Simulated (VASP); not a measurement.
# BeS (F-43m) in VASP: notebook, part 2 of 2

VASP 6.6.1. Earlier steps stand in the parts before.

### Step 4. Single point, PBE

This run uses another cell than the first one, of 14.51 Å³/atom, 0.910 times its volume.

Contents of INCAR:

```
SYSTEM = BeS
ALGO = Normal ; EDIFF = 1E-6
ENCUT = 600 ; GGA = PE
GGA_COMPAT = .FALSE. ; ISIF = 2
ISMEAR = 0 ; LASPH = .TRUE.
LCHARG = .FALSE. ; LREAL = .FALSE.
LWAVE = .FALSE. ; NBANDS = 11
NELM = 120 ; PREC = Accurate
SIGMA = 0.15
```

Contents of KPOINTS:

```
k-points
0
G
  5 5 5
  0 0 0
```

Contents of POSCAR:

```
BeS
1.0
    0.0000000000      2.4392256283      2.4392256283
    2.4392256283      0.0000000000      2.4392256283
    2.4392256283      2.4392256283      0.0000000000
Be S
1 1
Direct
    0.0000000000      0.0000000000      0.0000000000
    0.7500000000      0.7500000000      0.7500000000
```

Potentials or basis: VASP PAW PBE potentials, release 64 (Be, S).

On the command line:

```bash
> cat potpaw_PBE.64/Be/POTCAR potpaw_PBE.64/S/POTCAR > POTCAR
> mpirun -np 1 vasp_std > vasp.out
```

OUTCAR:

```text
SYSTEM = BeS
   EDIFF = 1E-6
   ENCUT = 600
   GGA = PE
   ISIF = 2
   ISMEAR = 0
   LASPH = .TRUE.
   LREAL = .FALSE.
   NELM = 120
   PREC = Accurate

 ion  position               nearest neighbor table
   1  0.000  0.000  0.000-   2 2.11   2 2.11   2 2.11   2 2.11
   2  0.750  0.750  0.750-   1 2.11   1 2.11   1 2.11   1 2.11

  LATTYP: Found a face centered cubic cell.
 ALAT       =     4.8784512566

  Lattice vectors:

 A1 = (   0.0000000000,   2.4392256283,   2.4392256283)
 A2 = (   2.4392256283,   0.0000000000,   2.4392256283)
 A3 = (   2.4392256283,   2.4392256283,   0.0000000000)

Analysis of symmetry for initial positions (statically):
=====================================================================
 Subroutine PRICEL returns:
 Original cell was already a primitive cell.

 Routine SETGRP: Setting up the symmetry group for a
 face centered cubic supercell.

 Subroutine GETGRP returns: Found 24 space group operations
 (whereof 24 operations were pure point group operations)
 out of a pool of 48 trial point group operations.

The static configuration has the point symmetry T_d .

Analysis of symmetry for dynamics (positions and initial velocities):
=====================================================================
 Subroutine PRICEL returns:
 Original cell was already a primitive cell.

 Routine SETGRP: Setting up the symmetry group for a
 face centered cubic supercell.

 Subroutine GETGRP returns: Found 24 space group operations
 (whereof 24 operations were pure point group operations)
 out of a pool of 48 trial point group operations.

The dynamic configuration has the point symmetry T_d .

 Subroutine INISYM returns: Found 24 space group operations
 (whereof 24 operations are pure point group operations),
 and found     1 'primitive' translations

----------------------------------------------------------------------------------------

                                     Primitive cell

  volume of cell :      29.0259

  direct lattice vectors                    reciprocal lattice vectors
     0.000000000  2.439225628  2.439225628    -0.204983087  0.204983087  0.204983087
     2.439225628  0.000000000  2.439225628     0.204983087 -0.204983087  0.204983087
     2.439225628  2.439225628  0.000000000     0.204983087  0.204983087 -0.204983087

  length of vectors
     3.449585965  3.449585965  3.449585965     0.355041122  0.355041122  0.355041122

  position of ions in fractional coordinates (direct lattice)
     0.000000000  0.000000000  0.000000000
     0.750000000  0.750000000  0.750000000

  ion indices of the primitive-cell ions
   primitive index   ion index
                 1           1
                 2           2

----------------------------------------------------------------------------------------

 KPOINTS: k-points

Automatic generation of k-mesh.
 Grid dimensions read from file:
 generate k-points for:    5    5    5

 Generating k-lattice:

  Cartesian coordinates                     Fractional coordinates (reciprocal lattice)
    -0.040996617  0.040996617  0.040996617     0.200000000  0.000000000  0.000000000
     0.040996617 -0.040996617  0.040996617     0.000000000  0.200000000  0.000000000
     0.040996617  0.040996617 -0.040996617     0.000000000  0.000000000  0.200000000

  Length of vectors
     0.071008224  0.071008224  0.071008224

  Shift w.r.t. Gamma in fractional coordinates (k-lattice)
     0.000000000  0.000000000  0.000000000

 Subroutine IBZKPT returns following result:
 ===========================================

 Found     10 irreducible k-points:

 Following reciprocal coordinates:
            Coordinates               Weight
  0.000000  0.000000  0.000000      1.000000
  0.200000  0.000000  0.000000      8.000000
  0.400000  0.000000  0.000000      8.000000
  0.200000  0.200000  0.000000      6.000000
  0.400000  0.200000  0.000000     24.000000
 -0.400000  0.200000  0.000000     24.000000
 -0.200000  0.200000  0.000000     12.000000
  0.400000  0.400000  0.000000      6.000000
 -0.400000  0.400000  0.000000     12.000000
 -0.400000  0.400000  0.200000     24.000000
   k-points           NKPTS =     10   k-points in BZ     NKDIM =     10   number of bands    NBANDS=     11
   number of dos      NEDOS =    301   number of ions     NIONS =      2
   total plane-waves  NPLWV =  21952
   dimension x,y,z NGX =    28 NGY =   28 NGZ =   28
   dimension x,y,z NGXF=    56 NGYF=   56 NGZF=   56
   ions per type =               1   1
   NGX,Y,Z   is equivalent  to a cutoff of  13.49, 13.49, 13.49 a.u.
   NGXF,Y,Z  is equivalent  to a cutoff of  26.99, 26.99, 26.99 a.u.
 SYSTEM =  BeS
   PREC   = accura    normal or accurate (medium, high low for compatibility)
   ISTART =      0    job   : 0-new  1-cont  2-samecut
   ICHARG =      2    charge: 1-file 2-atom 10-const
   ISPIN  =      1    spin polarized calculation?
   LNONCOLLINEAR =      F non collinear calculations
   LSORBIT =      F    spin-orbit coupling
   LASPH  =      T    aspherical Exc in radial PAW
   ENCUT  =  600.0 eV  44.10 Ry    6.64 a.u.   6.89  6.89  6.89*2*pi/ulx,y,z
   NELM   =    120;   NELMIN=  2; NELMDL= -5     # of ELM steps
   EDIFF  = 0.1E-05   stopping-criterion for ELM
   LREAL  =      F    real-space projection
   EDIFFG = 0.1E-04   stopping-criterion for IOM
   NSW    =      0    number of steps for IOM
   IBRION =     -1    ionic relax: 0-MD 1-quasi-New 2-CG
   NFREE  =      0    steps in history (QN), initial steepest desc. (CG)
   ISIF   =      2    stress and relaxation
   ISYM   =      2    0-nonsym 1-usesym 2-fastsym
   POTIM  = 0.5000    time-step for ionic-motion
   TEBEG  =    0.0;   TEEND  =   0.0 temperature during run
   PSTRESS=    0.0 pullay stress
   NELECT =       8.0000    total number of electrons
   NUPDOWN=      -1.0000    fix difference up-down
   EMIN   =  10.00;   EMAX   =-10.00  energy-range for DOS
   EFERMI =   0.00;   METHOD = LEGACY
   ISMEAR =     0;   SIGMA  =   0.15  broadening in eV -4-tet -1-fermi 0-gaus
   EFERMI_NEDOS =   21; number of points for ismear=-14 and -15
   IALGO  =     38    algorithm
   IMIX   =      4    mixing-type and parameters
     AMIX     =   0.40;   BMIX     =  1.00
     AMIX_MAG =   1.60;   BMIX_MAG =  1.00
  volume/ion in A,a.u.               =      14.51        97.94
  Fermi-wavevector in a.u.,A,eV,Ry     =   1.065392  2.013299 15.443437  1.135061
  Thomas-Fermi vector in A             =   2.200942
   LORBIT       =      0    0 simple, 1 ext, 2 COOP (PROOUT), +10 PAW based schemes
   GGA     = PE    functional components
   LHFCALC =     F    Hartree Fock is set to
   AEXX    =    0.0000 exact exchange contribution
   IVDW    =     0    specifies the selected vdW correction
   LEPSILON=     F    determine dielectric tensor
   LRPA    =     F    only Hartree local field effects (RPA)
 non-spin polarized calculation
 Gauss-broadening in eV      SIGMA  =   0.15
  energy-cutoff  :      600.00
  volume of cell :       29.03
 maximum number of plane-waves:       978
   NGX = 13   NGY = 13   NGZ = 13

 number of electron       7.9999999 magnetization

 Free energy of the ion-electron system (eV)
  ---------------------------------------------------
  ext. energy  EPLUGINS =         0.00000000
  ---------------------------------------------------
  free energy    TOTEN  =       -10.00252325 eV

  energy without entropy =      -10.00252325  energy(sigma->0) =      -10.00252325

 E-fermi :   4.7064     XC(G=0):  -9.6555

 val. band max:        4.0010447129   @ k =   0.0000   0.0000   0.0000
 cond. band min:       7.4340293060   @ k =   0.4000   0.4000   0.0000
 fundamental gap:      3.4329845932
 Fermi energy:         4.7064424500

 k-point     1 :       0.0000    0.0000    0.0000
  band No.  band energies     occupation
      1      -9.5751      2.00000
      2       4.0010      2.00000
      3       4.0010      2.00000
      4       4.0010      2.00000
      5       9.6732      0.00000
      6       9.6732      0.00000
      7       9.6732      0.00000
      8       9.7381      0.00000
      9      16.7770      0.00000
     10      16.7770      0.00000
     11      18.7338      0.00000
[... 113 lines left out ...]
 k-point    10 :      -0.4000    0.4000    0.2000
  band No.  band energies     occupation
      1      -7.6158      2.00000
      2      -0.4844      2.00000
      3       0.5513      2.00000
      4       1.4650      2.00000
      5      10.0329      0.00000
      6      11.2080      0.00000
      7      12.0558      0.00000
      8      15.0840      0.00000
      9      16.0775      0.00000
     10      18.5705      0.00000
     11      21.1285      0.00000

------------------------ aborting loop because EDIFF is reached ----------------------------------------

  FORCE on cell =-STRESS in cart. coord.  units (eV):
  Direction    XX          YY          ZZ          XY          YZ          ZX
  --------------------------------------------------------------------------------------
  -------------------------------------------------------------------------------------
  Total        0.0089647      0.0089647      0.0089647     -0.0000000      0.0000000     -0.0000000
  in kB        0.4948327      0.4948327      0.4948327     -0.0000000      0.0000000     -0.0000000
  external PRESSURE =       0.4948327 kB  Pullay stress =       0.0000000 kB

 VOLUME and BASIS-vectors are now :
 -----------------------------------------------------------------------------
  energy-cutoff  :      600.00
  volume of cell :       29.03
      direct lattice vectors                 reciprocal lattice vectors
     0.000000000  2.439225628  2.439225628    -0.204983087  0.204983087  0.204983087
     2.439225628  0.000000000  2.439225628     0.204983087 -0.204983087  0.204983087
     2.439225628  2.439225628  0.000000000     0.204983087  0.204983087 -0.204983087

 POSITION                                       TOTAL-FORCE (eV/Angst)
 -----------------------------------------------------------------------------------
      0.00000      0.00000      0.00000         0.000000      0.000000      0.000000
      3.65884      3.65884      3.65884        -0.000000     -0.000000     -0.000000
 -----------------------------------------------------------------------------------
    total drift:                                0.000000      0.000000      0.000000

  FREE ENERGIE OF THE ION-ELECTRON SYSTEM (eV)
  ---------------------------------------------------
  free  energy   TOTEN  =       -10.0025232465 eV

  energy  without entropy=      -10.0025232465  energy(sigma->0) =      -10.00252325
```

stdout:

```text
POSCAR found type information on POSCAR BeS
 POSCAR found :  2 types and       2 ions
 scaLAPACK will be used
 LDA part: xc-table for (Slater+PW92), standard interpolation
 POSCAR, INCAR and KPOINTS ok, starting setup
 FFT: planning ... GRIDC
 FFT: planning ... GRID_SOFT
 FFT: planning ... GRID
 WAVECAR not read
 entering main loop
```

It took 8.4 s on 1 thread of Intel Xeon Platinum 8259CL at 2.50GHz (Skylake/Cascade Lake), shared host; peak memory 0.14 GiB.

What came out:

```yaml
Free_energy: -10.0025 eV
Pressure: 0.0 GPa
Band_gap_on_the_k_mesh: 3.43 eV, indirect (least direct gap 5.67 eV)
```

Levels at points of the mesh, in eV from the valence-band top:
```tsv
k point	band 1	band 2	band 3	band 4	band 5	band 6	band 7	band 8	band 9
(0.00, 0.00, 0.00)	-13.58	0.00	0.00	0.00	5.67	5.67	5.67	5.74	12.78
```

Caveat: the k points lie up to 0.45 Å⁻¹ apart. A k mesh can miss the band edges.

### Step 5. Single point, PBE

This run uses another cell than the first one, of 14.26 Å³/atom, 0.895 times its volume.

Contents of INCAR:

```
SYSTEM = BeS
PREC = Accurate
ENCUT = 600
EDIFF = 1E-6
ISMEAR = 0
SIGMA = 0.1
LREAL = .False.
LASPH = .True.
NELM = 120
ALGO = Normal
ISIF = 2
LWAVE = .False.
LCHARG = .False.
GGA = PE
NBANDS = 11
GGA_COMPAT = .False.
```

Contents of KPOINTS:

```
regular mesh
0
Gamma
  6 6 6
  0 0 0
```

Contents of POSCAR:

```
BeS
1.0
    0.0000000000      2.4249999500      2.4249999500
    2.4249999500      0.0000000000      2.4249999500
    2.4249999500      2.4249999500      0.0000000000
Be S
1 1
Direct
    0.0000000000      0.0000000000      0.0000000000
    0.7500000000      0.7500000000      0.7500000000
```

On the command line:

```bash
> cat potpaw_PBE.64/Be/POTCAR potpaw_PBE.64/S/POTCAR > POTCAR
> mpirun -np 1 vasp_std > vasp.out
```

Run time: 8.9 s. Hardware: 1 thread of Intel Xeon Platinum 8259CL at 2.50GHz (Skylake/Cascade Lake), shared host; peak memory 0.14 GiB.

The run converged. Its results:

```
Free energy            : -10.0085 eV
Pressure               : 1.6 GPa
Band gap on the k mesh : 3.11 eV, indirect (least direct gap 5.67 eV)
```

Levels at points of the mesh, in eV from the valence-band top:
```tsv
k point	band 1	band 2	band 3	band 4	band 5	band 6	band 7	band 8	band 9
(0.00, 0.00, 0.00)	-13.69	0.00	0.00	0.00	5.67	5.67	5.67	5.89	12.81
(0.50, 0.00, 0.00)	-12.08	-5.79	-1.03	-1.03	5.48	6.56	6.56	11.21	14.94
(0.50, 0.50, 0.00)	-11.54	-5.02	-2.64	-2.64	3.11	4.92	12.78	12.78	15.56
```

A k mesh can miss the band edges.

### Step 6. Summary

| task | cell | k mesh | smearing | gap on the mesh (eV) | pressure (GPa) |
| --- | --- | --- | --- | --- | --- |
| single point | a = 3.559 Å, angles 60.0°, 2 atoms | 8 × 8 × 8 | gaussian 0.02 eV | 3.33 | -7.4 |
| relaxation of cell and atoms | relaxed from a = 3.281 Å, angles 60.0°, 2 atoms | 5 × 5 × 5 | gaussian 0.15 eV | 3.43 | 0.1 |
| single point | a = 3.450 Å, angles 60.0°, 2 atoms | 5 × 5 × 5 | gaussian 0.15 eV | 3.43 | 0.0 |
| single point | a = 3.429 Å, angles 60.0°, 2 atoms | 6 × 6 × 6 | gaussian 0.1 eV | 3.11 | 1.6 |

Alike in all rows: level PBE; potentials or basis VASP PAW PBE potentials, release 64 (Be, S); no spin polarisation; cutoff (eV) 600.

Caveats: some runs use coarse meshes; the volume moved by over 15 % at a fixed basis, so the end points are rough (some runs).

Absolute energies hang on the potentials; compare differences alone.
